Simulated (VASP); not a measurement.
# Si16O (a cell with a defect) in VASP: molecular dynamics with PBE

Aim: the molecular dynamics of Si16O (a cell with a defect) with PBE.

Program: VASP 6.6.1. These are calculated values, not measurements. Logs are shortened: lines on timing, memory, paths and dates and some standing lists are left out, and cuts for length are marked.

### Step 1. The cell of the first run

The cell holds a defect, 17 atoms: a = 7.679 Å, b = 7.679 Å, c = 7.679 Å, α = 60.00°, β = 60.00°, γ = 60.00°.

### Step 2. Molecular dynamics, PBE, collinear spin, zero start

File INCAR:

```
ALGO = Fast
EDIFF = 1E-5
ENCUT = 520
GGA = PE
IBRION = 0
ISIF = 2
ISMEAR = -1
ISPIN = 2
ISYM = 0
KPAR = 2
LASPH = True
LCHARG = True
LORBIT = 11
LREAL = Auto
LWAVE = False
MAGMOM = 0 0 0 0 0 0 0 0 0 0 0 0 0 0 0 0 0
MDALGO = 2
NBANDS = 53
NCORE = 2
NELM = 150
NELMIN = 4
NSW = 40
POTIM = 1.0
PREC = Accurate
RANDOM_SEED = 474210 0 0
SIGMA = 0.05
SMASS = 0
TEBEG = 600.0
TEEND = 600.0
```

File KPOINTS:

```
k-points
0
Gamma
  2 2 2
```

File POSCAR:

```
Si16O
1.0
    0.0000000000      5.4300000000      5.4300000000
    5.4300000000      0.0000000000      5.4300000000
    5.4300000000      5.4300000000      0.0000000000
Si O
16 1
Direct
   -0.0036495200      0.0020370900      0.0015198500
    0.1255784900      0.1257724900      0.1233541800
    0.0046598500     -0.0157502500      0.4974857000
    0.1526576000      0.0772689700      0.6301235100
    0.0028864900      0.5002188400      0.0007608100
    0.1231828600      0.6264982400      0.1290514100
    0.0368345200      0.4485498300      0.5041323600
    0.1268590900      0.6088684300      0.6267976700
    0.4995282500      0.0152001500      0.0007848300
    0.6220988400      0.1813442300      0.0850750700
    0.5099703200      0.0471999800      0.4569390300
    0.6289530600      0.1224964600      0.6271115700
    0.4947067000      0.5529876200     -0.0289816100
    0.6284407400      0.6398634400      0.1237679500
    0.5007077500      0.4922014400      0.4996226700
    0.6654506000      0.5783320000      0.6145664300
    0.6845786500      0.8125832400      0.4292397900
```

Potentials or basis: VASP PAW PBE potentials, release 64 (Si, O).

On the command line:

```sh
> cat potpaw_PBE.64/Si/POTCAR potpaw_PBE.64/O/POTCAR > POTCAR
> mpirun -np 4 vasp_std > vasp.out
```

OUTCAR:

```text
EDIFF = 1E-5
   ENCUT = 520
   GGA = PE
   IBRION = 0
   ISIF = 2
   ISMEAR = -1
   ISPIN = 2
   ISYM = 0
   LASPH = True
   LORBIT = 11
   LREAL = Auto
   NELM = 150
   NELMIN = 4
   NSW = 40
   POTIM = 1.0
   PREC = Accurate
   TEBEG = 600.0

 ion  position               nearest neighbor table
   1  0.996  0.002  0.002-   2 2.35   4 2.35   6 2.35  10 2.38
   2  0.126  0.126  0.123-   9 2.35   5 2.35   3 2.35   1 2.35
   3  0.005  0.984  0.497-   2 2.35   4 2.35   8 2.35  12 2.36
   4  0.153  0.077  0.630-  11 2.32   7 2.33   1 2.35   3 2.35
   5  0.003  0.500  0.001-   2 2.35   8 2.35  14 2.35   6 2.35
   6  0.123  0.626  0.129-   5 2.35  13 2.35   1 2.35   7 2.38
   7  0.037  0.449  0.504-   4 2.33  16 2.33   8 2.35   6 2.38
   8  0.127  0.609  0.627-  15 2.34   5 2.35   3 2.35   7 2.35
   9  0.500  0.015  0.001-  12 2.35   2 2.35  14 2.35  10 2.36
  10  0.622  0.181  0.085-  13 2.33  11 2.33   9 2.36   1 2.38
  11  0.510  0.047  0.457-  17 1.66  12 2.31   4 2.32  10 2.33  16 2.94
  12  0.629  0.122  0.627-  11 2.31  15 2.32   9 2.35   3 2.36
  13  0.495  0.553  0.971-  16 2.32  10 2.33   6 2.35  14 2.36
  14  0.628  0.640  0.124-   5 2.35   9 2.35  13 2.36  15 2.36
  15  0.501  0.492  0.500-  16 2.31  12 2.32   8 2.34  14 2.36
  16  0.665  0.578  0.615-  17 1.67  15 2.31  13 2.32   7 2.33  11 2.94
  17  0.685  0.813  0.429-  11 1.66  16 1.67

IMPORTANT INFORMATION: All symmetrisations will be switched off!
NOSYMM: (Re-)initialisation of all symmetry stuff for point group C_1.

----------------------------------------------------------------------------------------

                                     Primitive cell

  volume of cell :     320.2060

  direct lattice vectors                    reciprocal lattice vectors
     0.000000000  5.430000000  5.430000000    -0.092081031  0.092081031  0.092081031
     5.430000000  0.000000000  5.430000000     0.092081031 -0.092081031  0.092081031
     5.430000000  5.430000000  0.000000000     0.092081031  0.092081031 -0.092081031

  length of vectors
     7.679179644  7.679179644  7.679179644     0.159489025  0.159489025  0.159489025

  position of ions in fractional coordinates (direct lattice)
     0.996350480  0.002037090  0.001519850
     0.125578490  0.125772490  0.123354180
     0.004659850  0.984249750  0.497485700
     0.152657600  0.077268970  0.630123510
     0.002886490  0.500218840  0.000760810
     0.123182860  0.626498240  0.129051410
[... 9 lines left out ...]
     0.665450600  0.578332000  0.614566430
     0.684578650  0.812583240  0.429239790

  ion indices of the primitive-cell ions
   primitive index   ion index
                 1           1
                 2           2
                 3           3
                 4           4
                 5           5
                 6           6
[... 9 lines left out ...]
                16          16
                17          17

----------------------------------------------------------------------------------------

 KPOINTS: k-points

Automatic generation of k-mesh.
 Grid dimensions read from file:
 generate k-points for:    2    2    2

 Generating k-lattice:

  Cartesian coordinates                     Fractional coordinates (reciprocal lattice)
    -0.046040516  0.046040516  0.046040516     0.500000000  0.000000000  0.000000000
     0.046040516 -0.046040516  0.046040516     0.000000000  0.500000000  0.000000000
     0.046040516  0.046040516 -0.046040516     0.000000000  0.000000000  0.500000000

  Length of vectors
     0.079744512  0.079744512  0.079744512

  Shift w.r.t. Gamma in fractional coordinates (k-lattice)
     0.000000000  0.000000000  0.000000000

 Subroutine IBZKPT returns following result:
 ===========================================

 Found      8 irreducible k-points:

 Following reciprocal coordinates:
            Coordinates               Weight
  0.000000  0.000000  0.000000      1.000000
  0.500000  0.000000  0.000000      1.000000
  0.000000  0.500000  0.000000      1.000000
[... 27 lines left out ...]
   IBRION =      0    ionic relax: 0-MD 1-quasi-New 2-CG
   NFREE  =      0    steps in history (QN), initial steepest desc. (CG)
   ISIF   =      2    stress and relaxation
   ISYM   =      0    0-nonsym 1-usesym 2-fastsym
   POTIM  = 1.0000    time-step for ionic-motion
   TEBEG  =  600.0;   TEEND  = 600.0 temperature during run
   PSTRESS=    0.0 pullay stress
   NELECT =      70.0000    total number of electrons
   NUPDOWN=      -1.0000    fix difference up-down
   EMIN   =  10.00;   EMAX   =-10.00  energy-range for DOS
   EFERMI =   0.00;   METHOD = LEGACY
   ISMEAR =    -1;   SIGMA  =   0.05  broadening in eV -4-tet -1-fermi 0-gaus
   EFERMI_NEDOS =   21; number of points for ismear=-14 and -15
   IALGO  =     68    algorithm
   IMIX   =      4    mixing-type and parameters
     AMIX     =   0.40;   BMIX     =  1.00
     AMIX_MAG =   1.60;   BMIX_MAG =  1.00
  volume/ion in A,a.u.               =      18.84       127.11
  Fermi-wavevector in a.u.,A,eV,Ry     =   0.986199  1.863645 13.232857  0.972588
  Thomas-Fermi vector in A             =   2.117562
   LORBIT       =     11    0 simple, 1 ext, 2 COOP (PROOUT), +10 PAW based schemes
   GGA     = PE    functional components
   LHFCALC =     F    Hartree Fock is set to
   AEXX    =    0.0000 exact exchange contribution
   IVDW    =     0    specifies the selected vdW correction
   LEPSILON=     F    determine dielectric tensor
   LRPA    =     F    only Hartree local field effects (RPA)
 molecular dynamics for ions
 spin polarized calculation
 RMM-DIIS sequential band-by-band and
  energy-cutoff  :      520.00
  volume of cell :      320.21
 maximum number of plane-waves:      8646
 NGX is ok and might be reduce to    60
   NGX = 29   NGY = 29   NGZ = 29

--------------------------------------- Ionic step        1  -------------------------------------------

 number of electron      70.0000001 magnetization       0.0000015

 number of electron      70.0000001 magnetization      -0.0000005

 Free energy of the ion-electron system (eV)
  ---------------------------------------------------
  ext. energy  EPLUGINS =         0.00000000
  ---------------------------------------------------
  free energy    TOTEN  =       -92.69321382 eV

  energy without entropy =      -92.69170989  energy(sigma->0) =      -92.69246185

------------------------ aborting loop because EDIFF is reached ----------------------------------------

  FORCE on cell =-STRESS in cart. coord.  units (eV):
  Direction    XX          YY          ZZ          XY          YZ          ZX
  --------------------------------------------------------------------------------------
  -------------------------------------------------------------------------------------
  Total        8.2663962      9.0616289      8.3586079     -2.4595101     -2.1638690      3.0134896
  in kB       41.3615986     45.3406114     41.8229874    -12.3063626    -10.8270979     15.0782451
  external PRESSURE =      42.8417325 kB  Pullay stress =       0.0000000 kB
[... 164 lines left out ...]
  ENERGY OF THE ELECTRON-ION-THERMOSTAT SYSTEM (eV)
  ---------------------------------------------------
% ion-electron   TOTEN  =       -92.670332  see above
  kinetic energy EKIN   =         1.218150
  kin. lattice  EKIN_LAT=         0.000000  (temperature  589.00 K)
  nose potential ES     =        -0.000129
  nose kinetic   EPS    =         0.000001
  ---------------------------------------------------
  total energy   ETOTAL =       -91.452310 eV

[... ionic steps 4 to 37 ...]

--------------------------------------- Ionic step       38  -------------------------------------------

 number of electron      70.0000000 magnetization       0.0000000

 number of electron      70.0000000 magnetization      -0.0000000
[... 121 lines left out ...]
--------------------------------------- Ionic step       40  -------------------------------------------

 number of electron      69.9999999 magnetization       0.0000001

 Free energy of the ion-electron system (eV)
  ---------------------------------------------------
  ext. energy  EPLUGINS =         0.00000000
  ---------------------------------------------------
  free energy    TOTEN  =       -91.80276126 eV

  energy without entropy =      -91.80210190  energy(sigma->0) =      -91.80243158

 E-fermi :   6.1304     XC(G=0):  -9.5508

 val. band max:        5.8287976741   @ k =   0.0000   0.0000   0.0000
 cond. band min:       6.4146940397   @ k =   0.0000   0.0000   0.0000
 fundamental gap:      0.5858963656
 Fermi energy:         6.1303849239

 spin component 1

 k-point     1 :       0.0000    0.0000    0.0000
  band No.  band energies     occupation
      1     -14.2078      1.00000
      2      -5.8242      1.00000
      3      -4.4671      1.00000
      4      -3.7115      1.00000
      5      -3.6214      1.00000
      6      -3.2499      1.00000
[... 389 lines left out ...]
     46      10.1950      0.00000
     47      10.2520      0.00000
 Fermi energy:         6.1303849239

 spin component 2

 k-point     1 :       0.0000    0.0000    0.0000
  band No.  band energies     occupation
      1     -14.2078      1.00000
      2      -5.8242      1.00000
      3      -4.4671      1.00000
      4      -3.7115      1.00000
      5      -3.6214      1.00000
      6      -3.2499      1.00000
[... 389 lines left out ...]
     46      10.1950      0.00000
     47      10.2520      0.00000
 [bands above 47 left out]

------------------------ aborting loop because EDIFF is reached ----------------------------------------

  FORCE on cell =-STRESS in cart. coord.  units (eV):
  Direction    XX          YY          ZZ          XY          YZ          ZX
  --------------------------------------------------------------------------------------
  -------------------------------------------------------------------------------------
  Total        7.7728483      8.0542440      6.5637194     -2.1092536      1.1708049      1.9818733
  in kB       38.8920906     40.3000776     32.8421139    -10.5538253      5.8582193      9.9164672
  external PRESSURE =      37.3447607 kB  Pullay stress =       0.0000000 kB
[... 38 lines left out ...]
  ENERGY OF THE ELECTRON-ION-THERMOSTAT SYSTEM (eV)
  ---------------------------------------------------
% ion-electron   TOTEN  =       -91.802761  see above
  kinetic energy EKIN   =         1.007359
  kin. lattice  EKIN_LAT=         0.000000  (temperature  487.08 K)
  nose potential ES     =        -0.944324
  nose kinetic   EPS    =         0.290225
  ---------------------------------------------------
  total energy   ETOTAL =       -91.449501 eV

 total charge

# of ion       s       p       d       tot
------------------------------------------
    1        0.746   0.906   0.000   1.651
    2        0.741   0.940   0.000   1.681
    3        0.742   0.961   0.000   1.703
    4        0.749   0.954   0.000   1.702
    5        0.742   0.938   0.000   1.680
    6        0.749   0.920   0.000   1.669
[... 9 lines left out ...]
   16        0.742   0.947   0.000   1.690
   17        1.573   3.594   0.000   5.167
--------------------------------------------------
tot         13.517  18.677   0.000  32.194

 magnetization (x)

# of ion       s       p       d       tot
------------------------------------------
    1        0.000  -0.000   0.000  -0.000
    2       -0.000  -0.000   0.000  -0.000
    3        0.000   0.000   0.000   0.000
    4        0.000  -0.000   0.000  -0.000
    5        0.000  -0.000   0.000  -0.000
    6        0.000  -0.000   0.000   0.000
[... 9 lines left out ...]
   16       -0.000   0.000   0.000  -0.000
   17       -0.000   0.000   0.000  -0.000
--------------------------------------------------
tot         -0.000  -0.000   0.000  -0.000
```

It took 59 min on 4 MPI ranks of Oxide Virtual Turin-like, shared host; peak memory 0.59 GiB.

What came out:

| Item | Value |
| --- | --- |
| Valence electrons inside the program's atomic spheres | Si 1.65, 1.68, 1.70, 1.67, 1.71, 1.69, 1.73, 1.72 (each value once); O 5.17 |

Step by step:
| step | potential energy change (eV) | largest force (eV/Å) | pressure (GPa) | volume (Å³) | temperature (K) |
| --- | --- | --- | --- | --- | --- |
| 1 | 0.0000 | 0.0811 | 4.28 | 320.21 | 600 |
| 2 | 0.0055 | 0.2386 | 4.33 | 320.21 | 597 |
| 3 | 0.0229 | 0.4750 | 4.38 | 320.21 | 589 |
| 4 | 0.0515 | 0.7133 | 4.44 | 320.21 | 576 |
| 5 | 0.0902 | 0.9448 | 4.51 | 320.21 | 558 |
| 6 | 0.1377 | 1.1698 | 4.58 | 320.21 | 537 |
| 7 | 0.1924 | 1.3804 | 4.65 | 320.21 | 513 |
| 8 | 0.2526 | 1.5818 | 4.73 | 320.21 | 489 |
| 9 | 0.3165 | 1.7675 | 4.81 | 320.21 | 465 |
| 10 | 0.3821 | 1.9390 | 4.88 | 320.21 | 442 |
| 11 | 0.4477 | 2.0933 | 4.96 | 320.21 | 421 |
| 12 | 0.5118 | 2.2285 | 5.03 | 320.21 | 404 |
| 13 | 0.5729 | 2.3466 | 5.09 | 320.21 | 391 |
| 14 | 0.6298 | 2.4434 | 5.15 | 320.21 | 383 |
| 15 | 0.6815 | 2.5194 | 5.20 | 320.21 | 381 |
| 16 | 0.7271 | 2.5720 | 5.24 | 320.21 | 384 |
| 17 | 0.7659 | 2.6032 | 5.27 | 320.21 | 396 |
| 18 | 0.7976 | 2.6129 | 5.30 | 320.21 | 415 |
| 19 | 0.8218 | 2.6011 | 5.31 | 320.21 | 443 |
| 20 | 0.8385 | 2.5677 | 5.32 | 320.21 | 481 |
| 21 | 0.8477 | 2.5157 | 5.31 | 320.21 | 528 |
| 22 | 0.8499 | 2.4458 | 5.29 | 320.21 | 587 |
| 23 | 0.8455 | 2.3633 | 5.25 | 320.21 | 656 |
| 24 | 0.8353 | 2.2703 | 5.21 | 320.21 | 734 |
| 25 | 0.8203 | 2.1722 | 5.15 | 320.21 | 818 |
| 26 | 0.8019 | 2.0757 | 5.07 | 320.21 | 905 |
| 27 | 0.7817 | 1.9847 | 4.99 | 320.21 | 988 |
| 28 | 0.7613 | 1.9055 | 4.89 | 320.21 | 1061 |
| 29 | 0.7428 | 1.8393 | 4.78 | 320.21 | 1116 |
| 30 | 0.7279 | 1.7874 | 4.67 | 320.21 | 1148 |
| 31 | 0.7183 | 1.7495 | 4.55 | 320.21 | 1152 |
| 32 | 0.7152 | 1.7203 | 4.43 | 320.21 | 1126 |
| 33 | 0.7191 | 1.6983 | 4.32 | 320.21 | 1075 |
| 34 | 0.7302 | 1.6773 | 4.21 | 320.21 | 1002 |
| 35 | 0.7477 | 1.6557 | 4.11 | 320.21 | 916 |
| 36 | 0.7706 | 1.6314 | 4.02 | 320.21 | 823 |
| 37 | 0.7978 | 1.6024 | 3.93 | 320.21 | 730 |
| 38 | 0.8277 | 1.5702 | 3.86 | 320.21 | 641 |
| 39 | 0.8590 | 1.5348 | 3.79 | 320.21 | 559 |
| 40 | 0.8905 | 1.4967 | 3.73 | 320.21 | 487 |

Caveat: the k points lie up to 0.50 Å⁻¹ apart.
